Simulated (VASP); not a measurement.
# MgS (Fm-3m) in VASP: further runs

MgS is run at these levels: PBEsol; tasks: single point.

Program: VASP 6.6.1. These are calculated values, not measurements. Logs are shortened: lines on timing, memory, paths and dates and some standing lists are left out, and cuts for length are marked.

### 1 The cell of the first run

Symmetry: Fm-3m, No. 225, cubic system. Conventional cell: a = 5.145 Å, b = 5.145 Å, c = 5.145 Å, α = 90.00°, β = 90.00°, γ = 90.00°. Within 3.4 Å of Mg (site symmetry m-3m) lie 6 S at 2.57 Å. Within 3.4 Å of S (site symmetry m-3m) lie 6 Mg at 2.57 Å.

### 2 Single point, PBEsol (Ca replaced by Mg, lengths x 0.925, strained)

INCAR

```
SYSTEM = MgS
  PREC = Accurate
  ENCUT = 600
  EDIFF = 1E-6
  ISMEAR = 0
  SIGMA = 0.1
  LREAL = .FALSE.
  LASPH = .TRUE.
  NELM = 120
  ALGO = Normal
  ISIF = 2
  LWAVE = .FALSE.
  LCHARG = .TRUE.
  GGA = PS
  LELF = .TRUE.
  LVHAR = .TRUE.
  NBANDS = 11
  GGA_COMPAT = .FALSE.
```

KPOINTS

```
regular mesh
0
G
  6 6 6
  0 0 0
```

POSCAR

```
MgS
1.0
    0.0000000000      2.5726883694      2.5726883694
    2.5726883694      0.0000000000      2.5726883694
    2.5726883694      2.5726883694      0.0000000000
Mg S
1 1
Direct
    0.0000000000      0.0000000000      0.0000000000
    0.5000000000      0.5000000000      0.5000000000
```

Potentials or basis: VASP PAW PBE potentials, release 64 (Mg, S).

On the command line:

```sh
> cat potpaw_PBE.64/Mg/POTCAR potpaw_PBE.64/S/POTCAR > POTCAR
> mpirun -np 1 vasp_std > vasp.out
```

OUTCAR:

```text
SYSTEM = MgS
   PREC = Accurate
   ENCUT = 600
   EDIFF = 1E-6
   ISMEAR = 0
   LREAL = .FALSE.
   LASPH = .TRUE.
   NELM = 120
   ISIF = 2
   GGA = PS

 ion  position               nearest neighbor table
   1  0.000  0.000  0.000-   2 2.57   2 2.57   2 2.57   2 2.57   2 2.57   2 2.57
   2  0.500  0.500  0.500-   1 2.57   1 2.57   1 2.57   1 2.57   1 2.57   1 2.57

  LATTYP: Found a face centered cubic cell.
 ALAT       =     5.1453767388

  Lattice vectors:

 A1 = (   0.0000000000,   2.5726883694,   2.5726883694)
 A2 = (   2.5726883694,   0.0000000000,   2.5726883694)
 A3 = (   2.5726883694,   2.5726883694,   0.0000000000)

Analysis of symmetry for initial positions (statically):
=====================================================================
 Subroutine PRICEL returns:
 Original cell was already a primitive cell.

 Routine SETGRP: Setting up the symmetry group for a
 face centered cubic supercell.

 Subroutine GETGRP returns: Found 48 space group operations
 (whereof 48 operations were pure point group operations)
 out of a pool of 48 trial point group operations.

The static configuration has the point symmetry O_h .

Analysis of symmetry for dynamics (positions and initial velocities):
=====================================================================
 Subroutine PRICEL returns:
 Original cell was already a primitive cell.

 Routine SETGRP: Setting up the symmetry group for a
 face centered cubic supercell.

 Subroutine GETGRP returns: Found 48 space group operations
 (whereof 48 operations were pure point group operations)
 out of a pool of 48 trial point group operations.

The dynamic configuration has the point symmetry O_h .

 Subroutine INISYM returns: Found 48 space group operations
 (whereof 48 operations are pure point group operations),
 and found     1 'primitive' translations

----------------------------------------------------------------------------------------

                                     Primitive cell

  volume of cell :      34.0558

  direct lattice vectors                    reciprocal lattice vectors
     0.000000000  2.572688369  2.572688369    -0.194349229  0.194349229  0.194349229
     2.572688369  0.000000000  2.572688369     0.194349229 -0.194349229  0.194349229
     2.572688369  2.572688369  0.000000000     0.194349229  0.194349229 -0.194349229

  length of vectors
     3.638330784  3.638330784  3.638330784     0.336622738  0.336622738  0.336622738

  position of ions in fractional coordinates (direct lattice)
     0.000000000  0.000000000  0.000000000
     0.500000000  0.500000000  0.500000000

  ion indices of the primitive-cell ions
   primitive index   ion index
                 1           1
                 2           2

----------------------------------------------------------------------------------------

 KPOINTS: regular mesh

Automatic generation of k-mesh.
 Grid dimensions read from file:
 generate k-points for:    6    6    6

 Generating k-lattice:

  Cartesian coordinates                     Fractional coordinates (reciprocal lattice)
    -0.032391538  0.032391538  0.032391538     0.166666667  0.000000000  0.000000000
     0.032391538 -0.032391538  0.032391538     0.000000000  0.166666667  0.000000000
     0.032391538  0.032391538 -0.032391538     0.000000000  0.000000000  0.166666667

  Length of vectors
     0.056103790  0.056103790  0.056103790

  Shift w.r.t. Gamma in fractional coordinates (k-lattice)
     0.000000000  0.000000000  0.000000000

 Subroutine IBZKPT returns following result:
 ===========================================

 Found     16 irreducible k-points:

 Following reciprocal coordinates:
            Coordinates               Weight
  0.000000  0.000000  0.000000      1.000000
  0.166667  0.000000  0.000000      8.000000
  0.333333  0.000000  0.000000      8.000000
  0.500000  0.000000  0.000000      4.000000
  0.166667  0.166667  0.000000      6.000000
  0.333333  0.166667  0.000000     24.000000
[... 8 lines left out ...]
 -0.333333  0.333333  0.166667     24.000000
 -0.333333  0.500000  0.166667     12.000000
   k-points           NKPTS =     16   k-points in BZ     NKDIM =     16   number of bands    NBANDS=     11
   number of dos      NEDOS =    301   number of ions     NIONS =      2
   total plane-waves  NPLWV =  27000
   dimension x,y,z NGX =    30 NGY =   30 NGZ =   30
   dimension x,y,z NGXF=    60 NGYF=   60 NGZF=   60
   ions per type =               1   1
   NGX,Y,Z   is equivalent  to a cutoff of  13.71, 13.71, 13.71 a.u.
   NGXF,Y,Z  is equivalent  to a cutoff of  27.42, 27.42, 27.42 a.u.
 SYSTEM =  MgS
   PREC   = accura    normal or accurate (medium, high low for compatibility)
   ISTART =      0    job   : 0-new  1-cont  2-samecut
   ICHARG =      2    charge: 1-file 2-atom 10-const
   ISPIN  =      1    spin polarized calculation?
   LNONCOLLINEAR =      F non collinear calculations
   LSORBIT =      F    spin-orbit coupling
   LASPH  =      T    aspherical Exc in radial PAW
   ENCUT  =  600.0 eV  44.10 Ry    6.64 a.u.   7.27  7.27  7.27*2*pi/ulx,y,z
   NELM   =    120;   NELMIN=  2; NELMDL= -5     # of ELM steps
   EDIFF  = 0.1E-05   stopping-criterion for ELM
   LREAL  =      F    real-space projection
   EDIFFG = 0.1E-04   stopping-criterion for IOM
   NSW    =      0    number of steps for IOM
   IBRION =     -1    ionic relax: 0-MD 1-quasi-New 2-CG
   NFREE  =      0    steps in history (QN), initial steepest desc. (CG)
   ISIF   =      2    stress and relaxation
   ISYM   =      2    0-nonsym 1-usesym 2-fastsym
   POTIM  = 0.5000    time-step for ionic-motion
   TEBEG  =    0.0;   TEEND  =   0.0 temperature during run
   PSTRESS=    0.0 pullay stress
   NELECT =       8.0000    total number of electrons
   NUPDOWN=      -1.0000    fix difference up-down
   EMIN   =  10.00;   EMAX   =-10.00  energy-range for DOS
   EFERMI =   0.00;   METHOD = LEGACY
   ISMEAR =     0;   SIGMA  =   0.10  broadening in eV -4-tet -1-fermi 0-gaus
   EFERMI_NEDOS =   21; number of points for ismear=-14 and -15
   IALGO  =     38    algorithm
   IMIX   =      4    mixing-type and parameters
     AMIX     =   0.40;   BMIX     =  1.00
     AMIX_MAG =   1.60;   BMIX_MAG =  1.00
  volume/ion in A,a.u.               =      17.03       114.91
  Fermi-wavevector in a.u.,A,eV,Ry     =   1.010123  1.908856 13.882687  1.020349
  Thomas-Fermi vector in A             =   2.143093
   LORBIT       =      0    0 simple, 1 ext, 2 COOP (PROOUT), +10 PAW based schemes
   GGA     = PS    functional components
   LHFCALC =     F    Hartree Fock is set to
   AEXX    =    0.0000 exact exchange contribution
   IVDW    =     0    specifies the selected vdW correction
   LEPSILON=     F    determine dielectric tensor
   LRPA    =     F    only Hartree local field effects (RPA)
 non-spin polarized calculation
 Gauss-broadening in eV      SIGMA  =   0.10
  energy-cutoff  :      600.00
  volume of cell :       34.06
 maximum number of plane-waves:      1158
 NGX is ok and might be reduce to    30
   NGX = 15   NGY = 15   NGZ = 15

 number of electron       8.0000001 magnetization

 Free energy of the ion-electron system (eV)
  ---------------------------------------------------
  ext. energy  EPLUGINS =         0.00000000
  ---------------------------------------------------
  free energy    TOTEN  =        -9.06919203 eV

  energy without entropy =       -9.06919203  energy(sigma->0) =       -9.06919203

 E-fermi :   4.4535     XC(G=0):  -9.9757

 val. band max:        3.9837785975   @ k =   0.0000   0.0000   0.0000
 cond. band min:       6.7541923005   @ k =   0.5000   0.5000   0.0000
 fundamental gap:      2.7704137030
 Fermi energy:         4.4534613340

 k-point     1 :       0.0000    0.0000    0.0000
  band No.  band energies     occupation
      1      -8.8969      2.00000
      2       3.9838      2.00000
      3       3.9838      2.00000
      4       3.9838      2.00000
      5       7.8433      0.00000
      6      11.8123      0.00000
      7      11.8123      0.00000
      8      11.8123      0.00000
      9      14.3288      0.00000
     10      14.3288      0.00000
     11      16.3556      0.00000

 k-point     2 :       0.1667    0.0000    0.0000
  band No.  band energies     occupation
      1      -8.6155      2.00000
      2       2.2845      2.00000
      3       3.7993      2.00000
      4       3.7993      2.00000
      5       8.8944      0.00000
      6      11.5864      0.00000
      7      12.1169      0.00000
      8      12.1169      0.00000
      9      13.6225      0.00000
     10      13.6225      0.00000
     11      16.5361      0.00000

 k-point     3 :       0.3333    0.0000    0.0000
  band No.  band energies     occupation
      1      -7.9288      2.00000
      2      -0.0409      2.00000
      3       3.4829      2.00000
      4       3.4829      2.00000
      5       8.6946      0.00000
      6      11.2791      0.00000
      7      11.2791      0.00000
      8      13.5713      0.00000
      9      15.5119      0.00000
     10      15.5119      0.00000
     11      15.5748      0.00000

 k-point     4 :       0.5000    0.0000    0.0000
  band No.  band energies     occupation
      1      -7.4821      2.00000
      2      -1.0946      2.00000
      3       3.3445      2.00000
      4       3.3445      2.00000
      5       8.4305      0.00000
      6      10.8455      0.00000
      7      10.8455      0.00000
      8      14.4109      0.00000
      9      16.1492      0.00000
     10      18.5076      0.00000
     11      18.5076      0.00000
[... 127 lines left out ...]
 k-point    14 :       0.5000    0.3333    0.1667
  band No.  band energies     occupation
      1      -7.4567      2.00000
      2       0.1112      2.00000
      3       1.6407      2.00000
      4       2.6626      2.00000
      5       9.3227      0.00000
      6      10.4711      0.00000
      7      11.3024      0.00000
      8      13.9551      0.00000
      9      15.5967      0.00000
     10      18.9227      0.00000
     11      19.5209      0.00000

 k-point    15 :      -0.3333    0.3333    0.1667
  band No.  band energies     occupation
      1      -7.1513      2.00000
      2      -0.1599      2.00000
      3       1.0942      2.00000
      4       2.2920      2.00000
      5       9.3480      0.00000
      6      10.6587      0.00000
      7      12.6770      0.00000
      8      12.9517      0.00000
      9      16.2894      0.00000
     10      18.1017      0.00000
     11      19.8825      0.00000

 k-point    16 :      -0.3333    0.5000    0.1667
  band No.  band energies     occupation
      1      -7.0384      2.00000
      2       0.0030      2.00000
      3       1.2336      2.00000
      4       1.6438      2.00000
      5       8.4434      0.00000
      6      10.0540      0.00000
      7      13.2234      0.00000
      8      13.8204      0.00000
      9      18.0132      0.00000
     10      19.2128      0.00000
     11      19.6679      0.00000

------------------------ aborting loop because EDIFF is reached ----------------------------------------

  FORCE on cell =-STRESS in cart. coord.  units (eV):
  Direction    XX          YY          ZZ          XY          YZ          ZX
  --------------------------------------------------------------------------------------
  -------------------------------------------------------------------------------------
  Total        0.3360653      0.3360653      0.3360653     -0.0000000     -0.0000000     -0.0000000
  in kB       15.8103957     15.8103957     15.8103957     -0.0000000     -0.0000000     -0.0000000
  external PRESSURE =      15.8103957 kB  Pullay stress =       0.0000000 kB

 VOLUME and BASIS-vectors are now :
 -----------------------------------------------------------------------------
  energy-cutoff  :      600.00
  volume of cell :       34.06
      direct lattice vectors                 reciprocal lattice vectors
     0.000000000  2.572688369  2.572688369    -0.194349229  0.194349229  0.194349229
     2.572688369  0.000000000  2.572688369     0.194349229 -0.194349229  0.194349229
     2.572688369  2.572688369  0.000000000     0.194349229  0.194349229 -0.194349229

 POSITION                                       TOTAL-FORCE (eV/Angst)
 -----------------------------------------------------------------------------------
      0.00000      0.00000      0.00000         0.000000     -0.000000     -0.000000
      2.57269      2.57269      2.57269        -0.000000      0.000000      0.000000
 -----------------------------------------------------------------------------------
    total drift:                               -0.000000     -0.000000      0.000000

  FREE ENERGIE OF THE ION-ELECTRON SYSTEM (eV)
  ---------------------------------------------------
  free  energy   TOTEN  =        -9.0691920267 eV

  energy  without entropy=       -9.0691920267  energy(sigma->0) =       -9.06919203
```

Wall time 18 s (1 thread of Intel Xeon 8259CL, shared host); peak memory 0.17 GiB.

Results:

* Free energy: -9.0692 eV
* Pressure: 1.6 GPa
* Band gap on the k mesh: 2.77 eV, indirect (least direct gap 3.86 eV)

Levels at points of the mesh, in eV from the valence-band top:
```
           k point  band 1  band 2  band 3  band 4  band 5  band 6  band 7  band 8
(0.00, 0.00, 0.00)  -12.88    0.00    0.00    0.00    3.86    7.83    7.83    7.83
(0.50, 0.00, 0.00)  -11.47   -5.08   -0.64   -0.64    4.45    6.86    6.86   10.43
(0.50, 0.50, 0.00)  -11.06   -4.44   -1.79   -1.79    2.77    4.14   12.20   12.91
```

Caveat: the cell differs from its parent crystal (Ca replaced by Mg, lengths x 0.925, strained); the PAW data sets were made with another functional, which shifts forces and pressure a little. A k mesh can miss the band edges.

### 3 Single point, PBEsol (Ca replaced by Mg, lengths x 0.925, strained)

INCAR

```
SYSTEM = MgS
PREC = Accurate ; ENCUT = 600
EDIFF = 1E-6 ; ISMEAR = 0
SIGMA = 0.02 ; LREAL = .FALSE.
LASPH = .TRUE. ; NELM = 120
ALGO = Normal ; ISIF = 2
LWAVE = .FALSE. ; LCHARG = .TRUE.
GGA = PS ; LELF = .TRUE.
LVHAR = .TRUE. ; NBANDS = 11
GGA_COMPAT = .FALSE.
```

KPOINTS

```
Automatic mesh
0
G
  8 8 8
  0 0 0
```

POSCAR is that of step 2.

Potentials or basis: VASP PAW PBE potentials, release 64 (Mg, S).

On the command line:

```sh
> cat potpaw_PBE.64/Mg/POTCAR potpaw_PBE.64/S/POTCAR > POTCAR
> mpirun -np 1 vasp_std > vasp.out
```

Run time: 29 s. Hardware: 1 thread of Intel Xeon 8259CL, shared host; peak memory 0.17 GiB.

Results (log left out):

```yaml
Free_energy: -9.0723 eV
Pressure: 1.6 GPa
Band_gap_on_the_k_mesh: 2.77 eV, indirect (least direct gap 3.86 eV)
```

Levels at points of the mesh, in eV from the valence-band top:
| k point | band 2 | band 3 | band 4 | band 5 | band 6 | band 7 |
| --- | --- | --- | --- | --- | --- | --- |
| (0.00, 0.00, 0.00) | 0.00 | 0.00 | 0.00 | 3.86 | 7.83 | 7.83 |
| (0.50, 0.00, 0.00) | -5.08 | -0.64 | -0.64 | 4.45 | 6.86 | 6.86 |
| (0.50, 0.50, 0.00) | -4.44 | -1.79 | -1.79 | 2.77 | 4.14 | 12.20 |

Caveat: the cell differs from its parent crystal (Ca replaced by Mg, lengths x 0.925, strained); the PAW data sets were made with another functional, which shifts forces and pressure a little. A k mesh can miss the band edges.

[end of part 1 of 2]
